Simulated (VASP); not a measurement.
# CdInS2 (P-3m1) in VASP: single point with PBE

Aim: the single point of CdInS2 with PBE.

Program: VASP 6.6.1. These are calculated values, not measurements. Logs are shortened: lines on timing, memory, paths and dates and some standing lists are left out, and cuts for length are marked.

### 1 The cell of the first run

The structure is trigonal, space group P-3m1 (No. 164). The conventional cell has a = 4.091 Å, b = 4.091 Å, c = 6.587 Å, α = 90.00°, β = 90.00°, γ = 120.00°. Within 3.7 Å of Cd (site symmetry -3m) lie 6 S at 2.81 Å and 2 In at 3.29 Å. Within 3.9 Å of In (site symmetry -3m) lie 6 S at 2.95 Å and 2 Cd at 3.29 Å. S (site symmetry 3m) has 3 Cd at 2.81 Å and 3 In at 2.95 Å within 3.7 Å.

### 2 Single point, PBE (strained)

INCAR reads:

```
PREC     = Accurate       # precision mode
ENCUT    = 520            # plane-wave cutoff, eV
EDIFF    = 1E-7           # SCF threshold, eV
ISMEAR   = 0              # smearing method
SIGMA    = 0.1            # smearing width, eV
LREAL    = F              # projectors in reciprocal space
LASPH    = T              # aspherical terms in the spheres
NELM     = 80             # most SCF steps
ALGO     = Normal         # electronic algorithm
ISIF     = 2              # what is computed and relaxed
LWAVE    = F              # write WAVECAR
LCHARG   = T              # write CHGCAR
GGA      = PE             # functional
LELF     = T              # ELF
LVHAR    = T            
NBANDS   = 26             # bands
```

KPOINTS reads:

```
regular mesh
0
Gamma
  12 12 6
```

POSCAR reads:

```
CdInS2
1.0
    4.0908313215      0.0000000000      0.0000000000
   -2.0454156608      3.5427638471      0.0000000000
    0.0000000000      0.0000000000      6.5871436488
Cd In S
1 1 2
Direct
    0.0000000000      0.0000000000      0.0000000000
    0.0000000000      0.0000000000      0.5000000000
    0.6666666700      0.3333333300      0.7675080636
    0.3333333300      0.6666666700      0.2324919364
```

Potentials or basis: VASP PAW PBE potentials, release 64 (Cd, In_d, S).

Run with:

```sh
$ cat potpaw_PBE.64/Cd/POTCAR potpaw_PBE.64/In_d/POTCAR potpaw_PBE.64/S/POTCAR > POTCAR
$ mpirun -np 1 vasp_std > vasp.out
```

OUTCAR:

```text
PREC = Accurate
   ENCUT = 520
   EDIFF = 1E-7
   ISMEAR = 0
   LREAL = F
   LASPH = T
   NELM = 80
   ISIF = 2
   GGA = PE

 ion  position               nearest neighbor table
   1  0.000  0.000  0.000-   3 2.81   4 2.81   3 2.81   4 2.81   3 2.81   4 2.81   2 3.29   2 3.29

   2  0.000  0.000  0.500-   3 2.95   4 2.95   3 2.95   4 2.95   3 2.95   4 2.95   1 3.29   1 3.29

   3  0.667  0.333  0.768-   1 2.81   1 2.81   1 2.81   2 2.95   2 2.95   2 2.95
   4  0.333  0.667  0.232-   1 2.81   1 2.81   1 2.81   2 2.95   2 2.95   2 2.95

  LATTYP: Found a hexagonal cell.
 ALAT       =     4.0908313215
 C/A-ratio  =     1.6102212805

  Lattice vectors:

 A1 = (   4.0908313215,   0.0000000000,   0.0000000000)
 A2 = (  -2.0454156608,   3.5427638471,   0.0000000000)
 A3 = (   0.0000000000,   0.0000000000,   6.5871436488)

Analysis of symmetry for initial positions (statically):
=====================================================================
 Subroutine PRICEL returns:
 Original cell was already a primitive cell.

 Routine SETGRP: Setting up the symmetry group for a
 hexagonal supercell.

 Subroutine GETGRP returns: Found 12 space group operations
 (whereof 12 operations were pure point group operations)
 out of a pool of 24 trial point group operations.

The static configuration has the point symmetry D_3d.

Analysis of symmetry for dynamics (positions and initial velocities):
=====================================================================
 Subroutine PRICEL returns:
 Original cell was already a primitive cell.

 Routine SETGRP: Setting up the symmetry group for a
 hexagonal supercell.

 Subroutine GETGRP returns: Found 12 space group operations
 (whereof 12 operations were pure point group operations)
 out of a pool of 24 trial point group operations.

The dynamic configuration has the point symmetry D_3d.

 Subroutine INISYM returns: Found 12 space group operations
 (whereof 12 operations are pure point group operations),
 and found     1 'primitive' translations

----------------------------------------------------------------------------------------

                                     Primitive cell

  volume of cell :      95.4665

  direct lattice vectors                    reciprocal lattice vectors
     4.090831321  0.000000000  0.000000000     0.244449091  0.141132749  0.000000000
    -2.045415661  3.542763847  0.000000000     0.000000000  0.282265498  0.000000000
     0.000000000  0.000000000  6.587143649     0.000000000  0.000000000  0.151810869

  length of vectors
     4.090831321  4.090831322  6.587143649     0.282265498  0.282265498  0.151810869

  position of ions in fractional coordinates (direct lattice)
     0.000000000  0.000000000  0.000000000
     0.000000000  0.000000000  0.500000000
     0.666666670  0.333333330  0.767508064
     0.333333330  0.666666670  0.232491936

  ion indices of the primitive-cell ions
   primitive index   ion index
                 1           1
                 2           2
                 3           3
                 4           4

----------------------------------------------------------------------------------------

 KPOINTS: regular mesh

Automatic generation of k-mesh.
 Grid dimensions read from file:
 generate k-points for:   12   12    6

 Generating k-lattice:

  Cartesian coordinates                     Fractional coordinates (reciprocal lattice)
     0.020370758  0.011761062  0.000000000     0.083333333  0.000000000  0.000000000
     0.000000000  0.023522125  0.000000000     0.000000000  0.083333333  0.000000000
     0.000000000  0.000000000  0.025301811     0.000000000  0.000000000  0.166666667

  Length of vectors
     0.023522125  0.023522125  0.025301811

  Shift w.r.t. Gamma in fractional coordinates (k-lattice)
     0.000000000  0.000000000  0.000000000

 Subroutine IBZKPT returns following result:
 ===========================================

 Found    100 irreducible k-points:

 Following reciprocal coordinates:
            Coordinates               Weight
  0.000000  0.000000  0.000000      1.000000
  0.083333  0.000000  0.000000      6.000000
  0.166667  0.000000  0.000000      6.000000
  0.250000  0.000000  0.000000      6.000000
  0.333333 -0.000000  0.000000      6.000000
  0.416667  0.000000  0.000000      6.000000
[... 16 lines left out ...]
  0.166667  0.000000  0.166667      6.000000
  0.000000  0.166667  0.166667      6.000000
 [... further k-points ...]
   k-points           NKPTS =    100   k-points in BZ     NKDIM =    100   number of bands    NBANDS=     26
   number of dos      NEDOS =    301   number of ions     NIONS =      4
   total plane-waves  NPLWV =  45000
   dimension x,y,z NGX =    30 NGY =   30 NGZ =   50
   dimension x,y,z NGXF=    60 NGYF=   60 NGZF=  100
   ions per type =               1   1   2
   NGX,Y,Z   is equivalent  to a cutoff of  12.19, 12.19, 12.62 a.u.
   NGXF,Y,Z  is equivalent  to a cutoff of  24.38, 24.38, 25.24 a.u.
 SYSTEM =  unknown system
   PREC   = accura    normal or accurate (medium, high low for compatibility)
   ISTART =      0    job   : 0-new  1-cont  2-samecut
   ICHARG =      2    charge: 1-file 2-atom 10-const
   ISPIN  =      1    spin polarized calculation?
   LNONCOLLINEAR =      F non collinear calculations
   LSORBIT =      F    spin-orbit coupling
   LASPH  =      T    aspherical Exc in radial PAW
   ENCUT  =  520.0 eV  38.22 Ry    6.18 a.u.   7.61  7.61 12.25*2*pi/ulx,y,z
   NELM   =     80;   NELMIN=  2; NELMDL= -5     # of ELM steps
   EDIFF  = 0.1E-06   stopping-criterion for ELM
   LREAL  =      F    real-space projection
   EDIFFG = 0.1E-05   stopping-criterion for IOM
   NSW    =      0    number of steps for IOM
   IBRION =     -1    ionic relax: 0-MD 1-quasi-New 2-CG
   NFREE  =      0    steps in history (QN), initial steepest desc. (CG)
   ISIF   =      2    stress and relaxation
   ISYM   =      2    0-nonsym 1-usesym 2-fastsym
   POTIM  = 0.5000    time-step for ionic-motion
   TEBEG  =    0.0;   TEEND  =   0.0 temperature during run
   PSTRESS=    0.0 pullay stress
   NELECT =      37.0000    total number of electrons
   NUPDOWN=      -1.0000    fix difference up-down
   EMIN   =  10.00;   EMAX   =-10.00  energy-range for DOS
   EFERMI =   0.00;   METHOD = LEGACY
   ISMEAR =     0;   SIGMA  =   0.10  broadening in eV -4-tet -1-fermi 0-gaus
   EFERMI_NEDOS =   21; number of points for ismear=-14 and -15
   IALGO  =     38    algorithm
   IMIX   =      4    mixing-type and parameters
     AMIX     =   0.40;   BMIX     =  1.00
     AMIX_MAG =   1.60;   BMIX_MAG =  1.00
  volume/ion in A,a.u.               =      23.87       161.06
  Fermi-wavevector in a.u.,A,eV,Ry     =   1.193599  2.255575 19.383928  1.424679
  Thomas-Fermi vector in A             =   2.329609
   LORBIT       =      0    0 simple, 1 ext, 2 COOP (PROOUT), +10 PAW based schemes
   GGA     = PE    functional components
   LHFCALC =     F    Hartree Fock is set to
   AEXX    =    0.0000 exact exchange contribution
   IVDW    =     0    specifies the selected vdW correction
   LEPSILON=     F    determine dielectric tensor
   LRPA    =     F    only Hartree local field effects (RPA)
 non-spin polarized calculation
 Gauss-broadening in eV      SIGMA  =   0.10
  energy-cutoff  :      520.00
  volume of cell :       95.47
 maximum number of plane-waves:      2595
   NGX = 15   NGY = 15   NGZ = 25

 number of electron      37.0000023 magnetization

 Free energy of the ion-electron system (eV)
  ---------------------------------------------------
  ext. energy  EPLUGINS =         0.00000000
  ---------------------------------------------------
  free energy    TOTEN  =       -12.91489311 eV

  energy without entropy =      -12.90623891  energy(sigma->0) =      -12.91056601

 E-fermi :   4.2493     XC(G=0):  -9.6781

 val. band max:        4.2288839630   @ k =   0.0000   0.4167   0.1667
 cond. band min:       4.2633433756   @ k =   0.2500   0.0000   0.3333
 fundamental gap:      0.0344594125
 Fermi energy:         4.2493331017

 k-point     1 :       0.0000    0.0000    0.0000
  band No.  band energies     occupation
      1     -10.1986      2.00000
      2     -10.1620      2.00000
      3     -10.1620      2.00000
      4     -10.1335      2.00000
      5     -10.1335      2.00000
      6      -9.0159      2.00000
[... 18 lines left out ...]
     25      10.8444      0.00000
     26      11.5248      0.00000

 k-point     2 :       0.0833    0.0000    0.0000
  band No.  band energies     occupation
      1     -10.1964      2.00000
      2     -10.1728      2.00000
      3     -10.1598      2.00000
      4     -10.1359      2.00000
      5     -10.1326      2.00000
      6      -8.9743      2.00000
[... 18 lines left out ...]
     25      10.7830      0.00000
     26      11.4497      0.00000

 k-point     3 :       0.1667    0.0000    0.0000
  band No.  band energies     occupation
      1     -10.2043      2.00000
      2     -10.1905      2.00000
      3     -10.1556      2.00000
      4     -10.1394      2.00000
      5     -10.1283      2.00000
      6      -8.8541      2.00000
[... 18 lines left out ...]
     25      10.5935      0.00000
     26      10.6524      0.00000

 k-point     4 :       0.2500    0.0000    0.0000
  band No.  band energies     occupation
      1     -10.2464      2.00000
      2     -10.1840      2.00000
      3     -10.1541      2.00000
      4     -10.1419      2.00000
      5     -10.1182      2.00000
      6      -8.6715      2.00000
[... 18 lines left out ...]
     25      10.4543      0.00000
     26      10.7608      0.00000
[... 496 lines left out ...]
      1     -10.1944      2.00000
      2     -10.1727      2.00000
      3     -10.1596      2.00000
      4     -10.1358      2.00000
      5     -10.1325      2.00000
      6      -8.9287      2.00000
[... 18 lines left out ...]
     25      10.4860      0.00000
     26      11.1435      0.00000

 k-point    23 :       0.1667    0.0000    0.1667
  band No.  band energies     occupation
      1     -10.2060      2.00000
      2     -10.1888      2.00000
      3     -10.1555      2.00000
      4     -10.1393      2.00000
      5     -10.1282      2.00000
      6      -8.8007      2.00000
[... 18 lines left out ...]
     25      10.5269      0.00000
     26      10.7299      0.00000

 k-point    24 :       0.0000    0.1667    0.1667
  band No.  band energies     occupation
      1     -10.2051      2.00000
      2     -10.1877      2.00000
      3     -10.1555      2.00000
      4     -10.1395      2.00000
      5     -10.1282      2.00000
      6      -8.8160      2.00000
[... 18 lines left out ...]
     25      10.5012      0.00000
     26      10.7189      0.00000

 [... further k-points ...]
[... 5 lines left out ...]
  --------------------------------------------------------------------------------------
  -------------------------------------------------------------------------------------
  Total       -2.8034450     -2.8034450      0.2334454      0.0000000      0.0000000      0.0000000
  in kB      -47.0491426    -47.0491426      3.9178242      0.0000000      0.0000000      0.0000000
  external PRESSURE =     -30.0601537 kB  Pullay stress =       0.0000000 kB

 VOLUME and BASIS-vectors are now :
 -----------------------------------------------------------------------------
  energy-cutoff  :      520.00
  volume of cell :       95.47
      direct lattice vectors                 reciprocal lattice vectors
     4.090831321  0.000000000  0.000000000     0.244449091  0.141132749  0.000000000
    -2.045415661  3.542763847  0.000000000     0.000000000  0.282265498  0.000000000
     0.000000000  0.000000000  6.587143649     0.000000000  0.000000000  0.151810869

 POSITION                                       TOTAL-FORCE (eV/Angst)
 -----------------------------------------------------------------------------------
      0.00000      0.00000      0.00000         0.000000      0.000000     -0.000000
      0.00000      0.00000      3.29357         0.000000      0.000000     -0.000000
      2.04542      1.18092      5.05569         0.000000      0.000000     -0.126009
     -0.00000      2.36184      1.53146        -0.000000      0.000000      0.126009
 -----------------------------------------------------------------------------------
    total drift:                                0.000000     -0.000000      0.000000

  FREE ENERGIE OF THE ION-ELECTRON SYSTEM (eV)
  ---------------------------------------------------
  free  energy   TOTEN  =       -12.9148931096 eV

  energy  without entropy=      -12.9062389075  energy(sigma->0) =      -12.91056601
```

Run time: 1.9 min. Hardware: 1 thread of Intel Xeon 6975P-C (Granite Rapids), shared host; peak memory 0.37 GiB.

What came out:

| Property | Result |
| --- | --- |
| Free energy | -12.9149 eV |
| Pressure | -3.0 GPa |
| Largest force | 0.126 eV/Å |

Forces in eV/Å, atoms in the order of the input:
```
Cd   0.000  0.000  0.000
In   0.000  0.000  0.000
S    0.000  0.000 -0.126
S    0.000  0.000  0.126
```

Stress tensor (GPa, compression positive):
```
-4.70  0.00  0.00
 0.00 -4.70  0.00
 0.00  0.00  0.39
```

Caveat: the cell differs from its parent crystal (strained); spin-orbit coupling is left out, which moves the levels of the heavy elements.
